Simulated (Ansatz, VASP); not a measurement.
# One calculation of Pd, two programs

INCAR

```
SYSTEM = Pd
  PREC = Accurate
  ENCUT = 600
  EDIFF = 1E-7
  ISMEAR = 0
  SIGMA = 0.1
  LREAL = .FALSE.
  LASPH = .TRUE.
  NELM = 60
  ALGO = Fast
  ISIF = 3
  LWAVE = .FALSE.
  LCHARG = .FALSE.
  GGA = PE
  IBRION = 2
  NSW = 90
  EDIFFG = -0.04
```

The input KPOINTS:

```
Automatic mesh
0
G
  9 9 9
  0 0 0
```

The input POSCAR:

```
Pd
1.0
    1.3822792962      0.7980593238      6.9236677039
   -1.3822792962      0.7980593238      6.9236677039
    0.0000000000     -1.5961186475      6.9236677039
Pd
3
Direct
    0.0000000000      0.0000000000      0.0000000000
    0.2224349633      0.2224349633      0.2224349633
    0.7775650367      0.7775650367      0.7775650367
```

Input for Ansatz:

```yaml
crystal:
  lattice:
    - [1.3822792962, 0.7980593238, 6.9236677039]
    - [-1.3822792962, 0.7980593238, 6.9236677039]
    - [0.0, -1.5961186475, 6.9236677039]
  atoms:
    - { symbol: Pd, position: [0.0, 0.0, 0.0] }
    - { symbol: Pd, position: [0.2224349633, 0.2224349633, 0.2224349633] }
    - { symbol: Pd, position: [0.7775650367, 0.7775650367, 0.7775650367] }
basis:
  ecutwfc: 420
kpoints:
  mp_grid: { grid: [9, 9, 9] }
hamiltonian:
  xc: pbe
scf:
  occupations: { method: gaussian, width: 0.1 }
  lower_state_search: "off"
output:
  forces: true
  stress: true
  eigenvalues: true
relax:
  adjacent_minimum: "off"
  f_tol: 0.04
  max_steps: 70
  cell: { stress_tol: 0.4 }
```

Alike in both runs: task relaxation of cell and atoms; functional PBE; k mesh 9 × 9 × 9; occupations gaussian, width 0.1 eV; no spin polarisation.

|  | VASP | Ansatz |
| --- | --- | --- |
| version | VASP 6.6.1 | Ansatz 0.2.0 |
| potentials or method | VASP PAW PBE potentials, release 64 (Pd), cutoff 600 eV | scalar-relativistic, plane waves, PAW |
| valence electrons in the cell | 30 | 54 |

```csv
,VASP,Ansatz,Ansatz less VASP
"gap on the k mesh at the Fermi level, each at its own relaxed structure (eV)",none,none,-
relaxed volume (Å³/atom),15.32,15.37,+0.044
relaxed cell length with the largest relative difference (Å),7.063,7.076,+0.0133
```

A gap of «none» marks a metal or a gap that the smearing closes. VASP's potentials hold 30 valence electrons a cell and Ansatz's 54, so a difference there can come from the potentials and not from the codes.
